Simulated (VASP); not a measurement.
Set up this calculation in VASP 6.6.1, as the native input.

```
Task                   : relaxation of cell and atoms
Functional             : PBE
Potentials or basis    : VASP PAW PBE potentials, release 64 (Na_pv, Ru_pv, S)
Cutoff                 : 600 eV
k mesh                 : 4 × 4 × 4
Occupations            : gaussian, width 0.1 eV
Spin                   : no spin polarisation
Dipole correction      : no
Further INCAR settings : ALGO = Normal; EDIFF = 1e-06; IBRION = 2; EDIFFG = -0.04; NSW = 90; ISIF = 3
```

The structure of NaRuS3 lies in POSCAR:

```
NaRuS3
1.0
    4.3615221689      0.0000000000      0.0000000000
    0.0000000000      4.3615221689      0.0000000000
    0.0000000000      0.0000000000      4.3813680870
Na Ru S
1 1 3
Direct
    0.0000000000      0.0000000000      0.0000000000
    0.5000000000      0.5000000000      0.5000000000
    0.5000000000      0.5000000000      0.0000000000
    0.5000000000      0.0000000000      0.5000000000
    0.0000000000      0.5000000000      0.5000000000
```

These files were run (other wordings do the same):

INCAR

```
SYSTEM = NaRuS3
PREC = Accurate
ENCUT = 600
EDIFF = 1E-6
ISMEAR = 0
SIGMA = 0.1
LREAL = .False.
LASPH = .True.
NELM = 100
ALGO = Normal
ISIF = 3
LWAVE = .False.
LCHARG = .False.
GGA = PE
IBRION = 2
NSW = 90
EDIFFG = -0.04
```

KPOINTS

```
regular mesh
0
Gamma
  4 4 4
  0 0 0
```

Potentials or basis: VASP PAW PBE potentials, release 64 (Na_pv, Ru_pv, S).

Launch:

```console
$ cat potpaw_PBE.64/Na_pv/POTCAR potpaw_PBE.64/Ru_pv/POTCAR potpaw_PBE.64/S/POTCAR > POTCAR
$ mpirun -np 1 vasp_std > vasp.out
```

It gave:

- Relaxed volume: 20.55 Å³/atom
- Relaxed cell: a = 4.680 Å, b = 4.680 Å, c = 4.692 Å, α = 90.00°, β = 90.00°, γ = 90.00°
- Space group after relaxing (to 0.1 Å): Pm-3m (No. 221)
- Energy gained by relaxing: 257.7 meV/atom
- Ionic steps: 3
- Pressure after relaxing: -0.2 GPa

Caveat: the k points lie up to 0.34 Å⁻¹ apart in the final cell; the volume moved by over 15 % at a fixed basis, so the end points are rough; the highest band is partly filled, so the run has too few bands.

Run time: 63 s on 1 thread of Intel(R) Xeon(R) 6975P-C (Granite Rapids), on a shared host, peak memory 0.23 GiB.
